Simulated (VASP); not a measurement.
Wanted: the native input for a VASP 6.6.1 run.

```
Task                   : relaxation of cell and atoms
Functional             : PBE
Potentials or basis    : VASP PAW PBE potentials, release 64 (Li_sv, Tm_3, Ge_d), 4f in core
Cutoff                 : 750 eV
k mesh                 : 5 × 5 × 2
Occupations            : gaussian, width 0.2 eV
Spin                   : no spin polarisation
Dipole correction      : no
Further INCAR settings : ALGO = Normal; EDIFF = 1e-07; IBRION = 2; EDIFFG = -0.08; NSW = 36; ISIF = 3
```

The structure of Li4TmGe lies in POSCAR:

```
Li4TmGe
1.0
    3.0437852700      0.0000000000      0.0000000000
    0.0000000000      3.0437852700      0.0000000000
    0.0000000000      0.0000000000      8.8781026800
Li Tm Ge
4 1 1
Direct
    0.5000000000      0.5000000000      0.2433270100
    0.0000000000      0.0000000000      0.7440829900
    0.5000000000      0.5000000000      0.9182549700
    0.0000000000      0.0000000000      0.0755200000
    0.0000000000      0.0000000000      0.3720980000
    0.5000000000      0.5000000000      0.6467160000
```

The cell was generated, and may not be a known phase.

The input as run:

INCAR

```
SYSTEM = Li4TmGe
PREC     = Accurate       ! precision mode
ENCUT    = 750            ! plane-wave cutoff, eV
EDIFF    = 1E-7           ! SCF threshold, eV
ISMEAR   = 0              ! smearing method
SIGMA    = 0.2            ! smearing width, eV
LREAL    = .False.        ! projectors in reciprocal space
LASPH    = .True.         ! aspherical terms in the spheres
NELM     = 200            ! most SCF steps
ALGO     = Normal         ! electronic algorithm
ISIF     = 3              ! what is computed and relaxed
LWAVE    = .False.        ! write WAVECAR
LCHARG   = .False.        ! write CHGCAR
GGA      = PE             ! functional
IBRION   = 2              ! ionic algorithm
NSW      = 36             ! ionic steps
EDIFFG   = -0.08          ! ionic threshold
GGA_COMPAT= .False.      
NELMIN   = 4            
LMAXMIX  = 6              ! l up to which the mixer works
```

KPOINTS

```
Automatic mesh
0
Gamma
  5 5 2
  0 0 0
```

Potentials or basis: VASP PAW PBE potentials, release 64 (Li_sv, Tm_3, Ge_d), 4f in core.

Run with:

```sh
$ cat potpaw_PBE.64/Li_sv/POTCAR potpaw_PBE.64/Tm_3/POTCAR potpaw_PBE.64/Ge_d/POTCAR > POTCAR
$ mpirun -np 1 vasp_std > vasp.out
```

Results of the run:

| Property | Result |
| --- | --- |
| Relaxed volume | 20.03 Å³/atom |
| Relaxed cell | a = 3.455 Å, b = 3.455 Å, c = 10.068 Å, α = 90.00°, β = 90.00°, γ = 90.00° |
| Space group after relaxing (to 0.1 Å) | P4mm (No. 99) |
| Energy gained by relaxing | 598.6 meV/atom |
| Ionic steps | 13 |
| Pressure after relaxing | 0.1 GPa |
| Largest force after relaxing | 0.077 eV/Å |
| Band gap on the k mesh | zero (an odd number of electrons rules out a gap without spin polarisation) |

Caveat: the k points lie up to 0.36 Å⁻¹ apart in the final cell, too coarse for converged energies and pressures of a metal; the volume moved by over 15 % at a fixed basis, so the end points are rough; spin-orbit coupling is left out, which moves the levels of the heavy elements; the 4f electrons are frozen in the core, so they carry no moment and show no levels; the relaxation stopped at a loose force limit of 0.08 eV/Å, so its end isn't a converged minimum.

Wall time 4.4 min on 1 thread of AMD EPYC 9R45 96-Core Processor (Zen 5), on a shared host, peak memory 0.25 GiB.
